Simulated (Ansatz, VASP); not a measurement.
Two plane-wave programs on Ge2P

```
CELL_PARAMETERS angstrom
4.75153 0.00000 0.00000
-2.37577 4.11495 0.00000
0.00000 0.00000 2.73211
ATOMIC_POSITIONS crystal
Ge 0.33333 0.66667 0.50000
Ge 0.66667 0.33333 0.50000
P 0.00000 0.00000 0.00000
```

Change from the starting cell: species swapped into the LuSi2 type (P6/mmm, No. 191).

Alike in both runs: functional PBE; k mesh 12 × 12 × 16; occupations gaussian, width 0.1 eV; no spin polarisation.

Ansatz relaxed the structure, and its values are those at the end. VASP's run is a single point on that final structure, the one shown.

|  | VASP | Ansatz |
| --- | --- | --- |
| version | VASP 6.6.1 | Ansatz 0.2.0 |
| potentials or method | VASP PAW PBE potentials, release 64 (Ge_d, P), cutoff 520 eV | scalar-relativistic, plane waves, PAW |
| valence electrons in the cell | 33 | 33 |

|  | VASP | Ansatz | Ansatz less VASP |
| --- | --- | --- | --- |
| gap on the k mesh at the Fermi level (eV) | none | none | - |
| pressure (GPa) | 0.0 | 0.0 | -0.01 |

A gap of «none» marks a metal or a gap that the smearing closes.
